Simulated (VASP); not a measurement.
Here is a VASP 6.6.1 calculation.

The input INCAR:

```
SYSTEM = Rb3Sn8HSe2
ALGO = Normal
EDIFF = 1E-7
ENCUT = 520
GGA = PE
ISIF = 2
ISMEAR = -1
LASPH = .True.
LCHARG = .False.
LREAL = .False.
LWAVE = .False.
NBANDS = 89
NELM = 80
PREC = Accurate
SIGMA = 0.05
```

Contents of KPOINTS:

```
k-points
0
Gamma
  3 3 2
  0 0 0
```

POSCAR

```
Rb3Sn8HSe2
1.0
    6.2115290000      3.6404210000      0.0000000000
    6.2115290000     -3.6404210000      0.0000000000
    3.6800140000      0.0000000000     -8.9063200000
Rb Se Sn H
3 2 8 1
Direct
    0.0093575616      0.0039309914      0.0058336103
    0.1848211199      0.1932866243      0.3928568702
    0.7946805569      0.8053815171      0.6065678080
    0.4264040674      0.4236854258      0.7649784647
    0.5810351492      0.5702556267      0.2289988458
    0.7074518693      0.2453995408      0.3213185693
    0.7628346987      0.3017569827      0.6835631327
    0.2868974420      0.7637760777      0.6786422451
    0.2435858958      0.7065202652      0.3169911928
    0.3813187990      0.3858910723      0.9961564372
    0.6166251245      0.6130997080     -0.0002167001
    0.2707215376      0.2632611368      0.7401608072
    0.7356266783      0.7239458864      0.2654315138
    0.6461183549      0.1811342226      0.2088982880
```

Potentials or basis: VASP PAW PBE potentials, release 64 (Rb_sv, Se, Sn_d, H).

The run is started by

```console
$ cat potpaw_PBE.64/Rb_sv/POTCAR potpaw_PBE.64/Se/POTCAR potpaw_PBE.64/Sn_d/POTCAR potpaw_PBE.64/H/POTCAR > POTCAR
$ mpirun -np 1 vasp_std > vasp.out
```

What does it give for the band gap on the k mesh?

Zero (bands 76 and 77 overlap by 0.60 eV).

What does it give for the largest force?

14.651 eV/Å.

Estimate the pressure.

32.0 GPa.

Stress tensor (GPa, compression positive):
```
36.06 -0.75  0.18
-0.75 29.28 -1.24
 0.18 -1.24 30.53
```

Caveat: the stress differs along the axes, from 29 to 36 GPa; spin-orbit coupling is left out, which moves the levels of the heavy elements; forces of over 1 eV/Å act on the atoms, so gaps and moduli don't describe the material at rest.
